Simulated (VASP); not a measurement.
# Pt: single point with PBE

The system is Pt.

```
CELL_PARAMETERS angstrom
-0.19850 1.86587 1.86587
1.86587 -0.19850 1.86587
1.86587 1.86587 -0.19850
ATOMIC_POSITIONS crystal
Pt 0.00000 0.00000 0.00000
```

```
Program             : VASP 6.6.1
Task                : single point
Functional          : PBE
Potentials or basis : VASP PAW PBE potentials, release 64 (Pt)
Cutoff              : 520 eV
k mesh              : 20 × 20 × 20
Occupations         : gaussian, width 0.15 eV
Spin                : no spin polarisation
```

| Property | Result |
| --- | --- |
| Pressure | 16.8 GPa |
| Band gap on the k mesh | zero (band 5 reaches 12.31 eV, above the bottom of band 6 at 9.14 eV) |

Stress tensor (GPa, compression positive):
```
16.82  9.26  9.26
 9.26 16.82  9.26
 9.26  9.26 16.82
```

Levels at points of the mesh, in eV from the Fermi level:
```
           k point  band 3  band 4  band 5  band 6  band 7  band 8
(0.00, 0.00, 0.00)   -4.68   -2.33   -1.21   -1.21   14.53   18.33
(0.50, 0.00, 0.00)   -2.40   -0.76   -0.63    0.20    5.57   14.84
(0.50, 0.50, 0.00)   -0.26    0.26    1.10    2.02    9.31    9.68
(0.50, 0.50, 0.50)   -4.15    0.71    0.71    1.24    8.41   13.12
```

It took 36 s on 1 thread of Intel(R) Xeon(R) 6975P-C (Granite Rapids) (shared host), peak memory 0.24 GiB.

Caveat: spin-orbit coupling is left out, which moves the levels of the heavy elements.
